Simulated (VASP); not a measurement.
# SiO2 (P6_522) in VASP: further runs

The runs below take SiO2 through single point, relaxation of shape and atoms at fixed volume, with LDA.

Everything below comes from runs of VASP 6.6.1. Logs are shortened: lines on timing, memory, paths and dates and some standing lists are left out, and cuts for length are marked.

## 1. The cell of the first run

The structure is hexagonal, space group P6_522 (No. 179). The conventional cell has a = 7.153 Å, b = 7.153 Å, c = 6.367 Å, α = 90.00°, β = 90.00°, γ = 120.00°. Within 2.1 Å of Si (site symmetry 2) lie 4 O at 1.55 Å. Within 2.1 Å of O (site symmetry 2) lie 2 Si at 1.55 Å. O (site symmetry 2) has 2 Si at 1.55 Å within 2.1 Å.

## 2. Single point, LDA (15.67 Å³/atom)

Input file INCAR:

```
PREC = Accurate
ENCUT = 520
EDIFF = 1E-6
ISMEAR = 0
SIGMA = 0.02
LREAL = Auto
LASPH = T
NELM = 60
ALGO = Normal
ISIF = 2
LWAVE = F
LCHARG = F
NBANDS = 63
```

Input file KPOINTS:

```
Automatic mesh
0
Gamma
  6 6 4
```

Input file POSCAR:

```
SiO2
1.0
    7.1529510661      0.0000000000      0.0000000000
   -3.5764755330      6.1946373352      0.0000000000
    0.0000000000      0.0000000000      6.3666948833
Si O
6 12
Direct
    0.5432193367      0.7716096684      0.4166666667
    0.4567806633      0.2283903316      0.9166666667
    0.2283903316      0.4567806633      0.7500000000
    0.7716096684      0.2283903316      0.5833333333
    0.7716096684      0.5432193367      0.2500000000
    0.2283903316      0.7716096684      0.0833333333
    0.6034337045      0.3965662955      0.0833333333
    0.0000000000      0.7025134501      0.1666666667
    0.7931325911      0.3965662955      0.4166666667
    0.7025134501      0.7025134501      0.3333333333
    0.2974865499      0.2974865499      0.8333333333
    0.6034337045      0.2068674089      0.7500000000
    0.2068674089      0.6034337045      0.9166666667
    0.2974865499      0.0000000000      0.0000000000
    0.0000000000      0.2974865499      0.6666666667
    0.3965662955      0.7931325911      0.2500000000
    0.3965662955      0.6034337045      0.5833333333
    0.7025134501      0.0000000000      0.5000000000
```

Potentials or basis: VASP PAW LDA potentials, release 64 (Si, O).

On the command line:

```console
cat potpaw_LDA.64/Si/POTCAR potpaw_LDA.64/O/POTCAR > POTCAR
mpirun -np 1 vasp_std > vasp.out
```

OUTCAR:

```text
PREC = Accurate
   ENCUT = 520
   EDIFF = 1E-6
   ISMEAR = 0
   LREAL = Auto
   LASPH = T
   NELM = 60
   ISIF = 2

 ion  position               nearest neighbor table
   1  0.543  0.772  0.417-  18 1.55  10 1.55  17 1.55  16 1.55   4 3.02   5 3.02   3 3.09   6 3.09

   2  0.457  0.228  0.917-  14 1.55  11 1.55   7 1.55  12 1.55   6 3.02   3 3.02   5 3.09   4 3.09

   3  0.228  0.457  0.750-  15 1.55  11 1.55  13 1.55  17 1.55   4 3.02   2 3.02   6 3.09   1 3.09

   4  0.772  0.228  0.583-  18 1.55  15 1.55   9 1.55  12 1.55   1 3.02   3 3.02   5 3.09   2 3.09

   5  0.772  0.543  0.250-   8 1.55  10 1.55   9 1.55   7 1.55   6 3.02   1 3.02   4 3.09   2 3.09

   6  0.228  0.772  0.083-  14 1.55   8 1.55  13 1.55  16 1.55   2 3.02   5 3.02   3 3.09   1 3.09

   7  0.603  0.397  0.083-   2 1.55   5 1.55
   8  0.000  0.703  0.167-   5 1.55   6 1.55
   9  0.793  0.397  0.417-   4 1.55   5 1.55
  10  0.703  0.703  0.333-   5 1.55   1 1.55
  11  0.297  0.297  0.833-   3 1.55   2 1.55
  12  0.603  0.207  0.750-   2 1.55   4 1.55
  13  0.207  0.603  0.917-   6 1.55   3 1.55
  14  0.297  0.000  0.000-   6 1.55   2 1.55
  15  0.000  0.297  0.667-   3 1.55   4 1.55
  16  0.397  0.793  0.250-   1 1.55   6 1.55
  17  0.397  0.603  0.583-   1 1.55   3 1.55
  18  0.703  0.000  0.500-   4 1.55   1 1.55

  LATTYP: Found a hexagonal cell.
 ALAT       =     7.1529510661
 C/A-ratio  =     0.8900794685

  Lattice vectors:

 A1 = (   7.1529510661,   0.0000000000,   0.0000000000)
 A2 = (  -3.5764755330,   6.1946373352,   0.0000000000)
 A3 = (   0.0000000000,   0.0000000000,   6.3666948833)

Analysis of symmetry for initial positions (statically):
=====================================================================
 Subroutine PRICEL returns:
 Original cell was already a primitive cell.

 Routine SETGRP: Setting up the symmetry group for a
 hexagonal supercell.

 Subroutine GETGRP returns: Found 12 space group operations
 (whereof  2 operations were pure point group operations)
 out of a pool of 24 trial point group operations.

The static configuration has the point symmetry C_2 .
 The point group associated with its full space group is D_6 .

Analysis of symmetry for dynamics (positions and initial velocities):
=====================================================================
 Subroutine PRICEL returns:
 Original cell was already a primitive cell.

 Routine SETGRP: Setting up the symmetry group for a
 hexagonal supercell.

 Subroutine GETGRP returns: Found 12 space group operations
 (whereof  2 operations were pure point group operations)
 out of a pool of 24 trial point group operations.

The dynamic configuration has the point symmetry C_2 .
 The point group associated with its full space group is D_6 .

 Subroutine INISYM returns: Found 12 space group operations
 (whereof  2 operations are pure point group operations),
 and found     1 'primitive' translations

----------------------------------------------------------------------------------------

                                     Primitive cell

  volume of cell :     282.1079

  direct lattice vectors                    reciprocal lattice vectors
     7.152951066  0.000000000  0.000000000     0.139802438  0.080714975  0.000000000
    -3.576475533  6.194637335  0.000000000     0.000000000  0.161429951  0.000000000
     0.000000000  0.000000000  6.366694883     0.000000000  0.000000000  0.157067367

  length of vectors
     7.152951066  7.152951066  6.366694883     0.161429951  0.161429951  0.157067367

  position of ions in fractional coordinates (direct lattice)
     0.543219337  0.771609668  0.416666667
     0.456780663  0.228390332  0.916666667
     0.228390332  0.456780663  0.750000000
     0.771609668  0.228390332  0.583333333
     0.771609668  0.543219337  0.250000000
     0.228390332  0.771609668  0.083333333
[... 10 lines left out ...]
     0.396566296  0.603433704  0.583333333
     0.702513450  0.000000000  0.500000000

  ion indices of the primitive-cell ions
   primitive index   ion index
                 1           1
                 2           2
                 3           3
                 4           4
                 5           5
                 6           6
[... 10 lines left out ...]
                17          17
                18          18

----------------------------------------------------------------------------------------

 KPOINTS: Automatic mesh

Automatic generation of k-mesh.
 Grid dimensions read from file:
 generate k-points for:    6    6    4

 Generating k-lattice:

  Cartesian coordinates                     Fractional coordinates (reciprocal lattice)
     0.023300406  0.013452496  0.000000000     0.166666667  0.000000000  0.000000000
     0.000000000  0.026904992  0.000000000     0.000000000  0.166666667  0.000000000
     0.000000000  0.000000000  0.039266842     0.000000000  0.000000000  0.250000000

  Length of vectors
     0.026904992  0.026904992  0.039266842

  Shift w.r.t. Gamma in fractional coordinates (k-lattice)
     0.000000000  0.000000000  0.000000000

 Subroutine IBZKPT returns following result:
 ===========================================

 Found     21 irreducible k-points:

 Following reciprocal coordinates:
            Coordinates               Weight
  0.000000  0.000000  0.000000      1.000000
  0.166667  0.000000  0.000000      6.000000
  0.333333  0.000000  0.000000      6.000000
  0.500000 -0.000000  0.000000      3.000000
  0.166667  0.166667  0.000000      6.000000
  0.333333  0.166667  0.000000     12.000000
[... 13 lines left out ...]
  0.333333  0.166667  0.500000     12.000000
  0.333333  0.333333  0.500000      2.000000
   k-points           NKPTS =     21   k-points in BZ     NKDIM =     21   number of bands    NBANDS=     63
   number of dos      NEDOS =    301   number of ions     NIONS =     18
   total plane-waves  NPLWV = 139968
   dimension x,y,z NGX =    54 NGY =   54 NGZ =   48
   dimension x,y,z NGXF=   108 NGYF=  108 NGZF=   96
   ions per type =               6  12
   NGX,Y,Z   is equivalent  to a cutoff of  12.55, 12.55, 12.53 a.u.
   NGXF,Y,Z  is equivalent  to a cutoff of  25.10, 25.10, 25.07 a.u.
 SYSTEM =  unknown system
   PREC   = accura    normal or accurate (medium, high low for compatibility)
   ISTART =      0    job   : 0-new  1-cont  2-samecut
   ICHARG =      2    charge: 1-file 2-atom 10-const
   ISPIN  =      1    spin polarized calculation?
   LNONCOLLINEAR =      F non collinear calculations
   LSORBIT =      F    spin-orbit coupling
   LASPH  =      T    aspherical Exc in radial PAW
   ENCUT  =  520.0 eV  38.22 Ry    6.18 a.u.  13.30 13.30 11.84*2*pi/ulx,y,z
   NELM   =     60;   NELMIN=  2; NELMDL= -5     # of ELM steps
   EDIFF  = 0.1E-05   stopping-criterion for ELM
   LREAL  =      T    real-space projection
   EDIFFG = 0.1E-04   stopping-criterion for IOM
   NSW    =      0    number of steps for IOM
   IBRION =     -1    ionic relax: 0-MD 1-quasi-New 2-CG
   NFREE  =      0    steps in history (QN), initial steepest desc. (CG)
   ISIF   =      2    stress and relaxation
   ISYM   =      2    0-nonsym 1-usesym 2-fastsym
   POTIM  = 0.5000    time-step for ionic-motion
   TEBEG  =    0.0;   TEEND  =   0.0 temperature during run
   PSTRESS=    0.0 pullay stress
   NELECT =      96.0000    total number of electrons
   NUPDOWN=      -1.0000    fix difference up-down
   EMIN   =  10.00;   EMAX   =-10.00  energy-range for DOS
   EFERMI =   0.00;   METHOD = LEGACY
   ISMEAR =     0;   SIGMA  =   0.02  broadening in eV -4-tet -1-fermi 0-gaus
   EFERMI_NEDOS =   21; number of points for ismear=-14 and -15
   IALGO  =     38    algorithm
   IMIX   =      4    mixing-type and parameters
     AMIX     =   0.40;   BMIX     =  1.00
     AMIX_MAG =   1.60;   BMIX_MAG =  1.00
  volume/ion in A,a.u.               =      15.67       105.76
  Fermi-wavevector in a.u.,A,eV,Ry     =   1.142949  2.159860 17.773731  1.306332
  Thomas-Fermi vector in A             =   2.279646
   LORBIT       =      0    0 simple, 1 ext, 2 COOP (PROOUT), +10 PAW based schemes
   GGA     = CA    functional components
   LHFCALC =     F    Hartree Fock is set to
   AEXX    =    0.0000 exact exchange contribution
   IVDW    =     0    specifies the selected vdW correction
   LEPSILON=     F    determine dielectric tensor
   LRPA    =     F    only Hartree local field effects (RPA)
 non-spin polarized calculation
 Gauss-broadening in eV      SIGMA  =   0.02
  energy-cutoff  :      520.00
  volume of cell :      282.11
 maximum number of plane-waves:      7632
 NGX is ok and might be reduce to    54
   NGX = 27   NGY = 27   NGZ = 23

 number of electron      95.9999944 magnetization

 Free energy of the ion-electron system (eV)
  ---------------------------------------------------
  ext. energy  EPLUGINS =         0.00000000
  ---------------------------------------------------
  free energy    TOTEN  =      -153.18308615 eV

  energy without entropy =     -153.18308615  energy(sigma->0) =     -153.18308615

 E-fermi :  -0.6030     XC(G=0):  -8.1603

 val. band max:       -0.7711938192   @ k =   0.3333   0.3333   0.0000
 cond. band min:       4.7730755752   @ k =   0.0000   0.0000   0.0000
 fundamental gap:      5.5442693944
 Fermi energy:        -0.6030219203

 k-point     1 :       0.0000    0.0000    0.0000
  band No.  band energies     occupation
      1     -20.4987      2.00000
      2     -19.5417      2.00000
      3     -19.4144      2.00000
      4     -19.4144      2.00000
      5     -18.9172      2.00000
      6     -18.9172      2.00000
[... 52 lines left out ...]
     59       9.5211      0.00000
     60      10.0120      0.00000

 k-point     2 :       0.1667    0.0000    0.0000
  band No.  band energies     occupation
      1     -20.4588      2.00000
      2     -19.6421      2.00000
      3     -19.4504      2.00000
      4     -19.4309      2.00000
      5     -18.8856      2.00000
      6     -18.8222      2.00000
[... 1186 lines left out ...]
     59       9.4133      0.00000
     60       9.4133      0.00000

 k-point    21 :       0.3333    0.3333    0.5000
  band No.  band energies     occupation
      1     -19.9725      2.00000
      2     -19.9725      2.00000
      3     -19.7528      2.00000
      4     -19.7528      2.00000
      5     -18.6128      2.00000
      6     -18.6128      2.00000
[... 52 lines left out ...]
     59       9.4089      0.00000
     60       9.4089      0.00000
 [bands above 60 left out]

------------------------ aborting loop because EDIFF is reached ----------------------------------------

  FORCE on cell =-STRESS in cart. coord.  units (eV):
  Direction    XX          YY          ZZ          XY          YZ          ZX
  --------------------------------------------------------------------------------------
  -------------------------------------------------------------------------------------
  Total       33.6893808     33.6893808     33.3618536      0.0000000     -0.0000000      0.0000000
  in kB      191.3323628    191.3323628    189.4722348      0.0000000     -0.0000000      0.0000000
  external PRESSURE =     190.7123201 kB  Pullay stress =       0.0000000 kB

 VOLUME and BASIS-vectors are now :
 -----------------------------------------------------------------------------
  energy-cutoff  :      520.00
  volume of cell :      282.11
      direct lattice vectors                 reciprocal lattice vectors
     7.152951066  0.000000000  0.000000000     0.139802438  0.080714975  0.000000000
    -3.576475533  6.194637335  0.000000000     0.000000000  0.161429951  0.000000000
     0.000000000  0.000000000  6.366694883     0.000000000  0.000000000  0.157067367

 POSITION                                       TOTAL-FORCE (eV/Angst)
 -----------------------------------------------------------------------------------
      1.12598      4.77984      2.65279         0.024738      0.014283     -0.000000
      2.45050      1.41480      5.83614        -0.024738     -0.014283      0.000000
     -0.00000      2.82959      4.77502        -0.000000     -0.028565      0.000000
      4.70245      1.41480      3.71391         0.024738     -0.014283      0.000000
      3.57648      3.36505      1.59167         0.000000      0.028565      0.000000
     -1.12598      4.77984      0.53056        -0.024738      0.014283     -0.000000
[... 10 lines left out ...]
      0.67845      3.73805      3.71391        -0.003879      0.002239     -0.000000
      5.02504      0.00000      3.18335        -0.010421      0.000000      0.000000
 -----------------------------------------------------------------------------------
    total drift:                                0.000002     -0.000001      0.000000

  FREE ENERGIE OF THE ION-ELECTRON SYSTEM (eV)
  ---------------------------------------------------
  free  energy   TOTEN  =      -153.1830861490 eV

  energy  without entropy=     -153.1830861490  energy(sigma->0) =     -153.18308615
```

It took 7.9 min on 1 thread of Intel Xeon Platinum 8488C (Sapphire Rapids), shared host; peak memory 0.42 GiB.

Results:

| Item | Value |
| --- | --- |
| Free energy | -153.1831 eV |
| Pressure | 19.1 GPa |
| Largest force | 0.029 eV/Å |
| Band gap on the k mesh | 5.54 eV (least direct gap 5.66 eV) |

Forces in eV/Å, atoms in the order of the input:
```
Si   0.025  0.014  0.000
Si  -0.025 -0.014  0.000
Si   0.000 -0.029  0.000
Si   0.025 -0.014  0.000
Si   0.000  0.029  0.000
Si  -0.025  0.014  0.000
O    0.004 -0.002  0.000
O    0.005 -0.009  0.000
O   -0.004 -0.002  0.000
O   -0.005 -0.009  0.000
O    0.005  0.009  0.000
O    0.000  0.004  0.000
O    0.004  0.002  0.000
O    0.010  0.000  0.000
O   -0.005  0.009  0.000
O    0.000 -0.004  0.000
O   -0.004  0.002  0.000
O   -0.010  0.000  0.000
```

Stress tensor (GPa, compression positive):
```
19.13  0.00  0.00
 0.00 19.13  0.00
 0.00  0.00 18.95
```

Caveat: the cell stands under pressure. A k mesh can miss the band edges.

## 3. Single point, LDA (16.21 Å³/atom)

This run uses another cell than the first one, of 16.21 Å³/atom.

Input file INCAR:

```
SYSTEM = SiO2
PREC = Accurate
ENCUT = 520
EDIFF = 1E-7
ISMEAR = 0
SIGMA = 0.02
LREAL = Auto
LASPH = .TRUE.
NELM = 80
ALGO = Normal
ISIF = 2
LWAVE = .FALSE.
LCHARG = .FALSE.
GGA = CA
NBANDS = 63
```

Input file KPOINTS:

```
Automatic mesh
0
G
  6 6 4
  0 0 0
```

Input file POSCAR:

```
SiO2
1.0
    7.1312765568      0.0000000000      0.0000000000
   -3.5656382784      6.1758666596      0.0000000000
    0.0000000000      0.0000000000      6.6238228246
Si O
6 12
Direct
    0.5391765651      0.7695882826      0.4166666667
    0.4608234349      0.2304117174      0.9166666667
    0.2304117174      0.4608234349      0.7500000000
    0.7695882826      0.2304117174      0.5833333333
    0.7695882826      0.5391765651      0.2500000000
    0.2304117174      0.7695882826      0.0833333333
    0.6074741742      0.3925258258      0.0833333333
    0.0000000000      0.6963860208      0.1666666667
    0.7850516516      0.3925258258      0.4166666667
    0.6963860208      0.6963860208      0.3333333333
    0.3036139792      0.3036139792      0.8333333333
    0.6074741742      0.2149483484      0.7500000000
    0.2149483484      0.6074741742      0.9166666667
    0.3036139792      0.0000000000      0.0000000000
    0.0000000000      0.3036139792      0.6666666667
    0.3925258258      0.7850516516      0.2500000000
    0.3925258258      0.6074741742      0.5833333333
    0.6963860208      0.0000000000      0.5000000000
```

Potentials or basis: VASP PAW LDA potentials, release 64 (Si, O).

On the command line:

```console
cat potpaw_LDA.64/Si/POTCAR potpaw_LDA.64/O/POTCAR > POTCAR
mpirun -np 1 vasp_std > vasp.out
```

Run time: 9 min. Hardware: 1 thread of Intel Xeon Platinum 8488C (Sapphire Rapids), shared host; peak memory 0.41 GiB.

Results (log left out):

* Free energy: -154.1909 eV
* Pressure: 14.3 GPa
* Largest force: 0.032 eV/Å
* Band gap on the k mesh: 5.66 eV (least direct gap 5.80 eV)

Forces in eV/Å, atoms in the order of the input:
```
Si   0.028  0.016  0.000
Si  -0.028 -0.016  0.000
Si   0.000 -0.032  0.000
Si   0.028 -0.016  0.000
Si   0.000  0.032  0.000
Si  -0.028  0.016  0.000
O    0.002 -0.001  0.000
O    0.004 -0.007  0.000
O   -0.002 -0.001  0.000
O   -0.004 -0.007  0.000
O    0.004  0.007  0.000
O    0.000  0.002  0.000
O    0.002  0.001  0.000
O    0.008  0.000  0.000
O   -0.004  0.007  0.000
O    0.000 -0.002  0.000
O   -0.002  0.001  0.000
O   -0.008  0.000  0.000
```

Stress tensor (GPa, compression positive):
```
14.37  0.00  0.00
 0.00 14.37  0.00
 0.00  0.00 14.14
```

Levels at points of the mesh, in eV from the valence-band top:
| k point | band 45 | band 46 | band 47 | band 48 | band 49 | band 50 | band 51 | band 52 |
| --- | --- | --- | --- | --- | --- | --- | --- | --- |
| (0.00, 0.00, 0.00) | -0.50 | -0.28 | -0.14 | -0.14 | 5.66 | 8.60 | 8.60 | 9.38 |
| (0.50, 0.00, 0.00) | -0.52 | -0.29 | -0.13 | -0.02 | 6.86 | 7.10 | 8.56 | 8.82 |
| (0.00, 0.00, 0.50) | -0.33 | -0.33 | -0.27 | -0.27 | 6.85 | 6.85 | 9.24 | 9.24 |
| (0.50, 0.00, 0.50) | -0.22 | -0.22 | -0.05 | -0.05 | 7.81 | 7.81 | 7.99 | 7.99 |

Caveat: the cell stands under pressure.

[end of part 1 of 2]
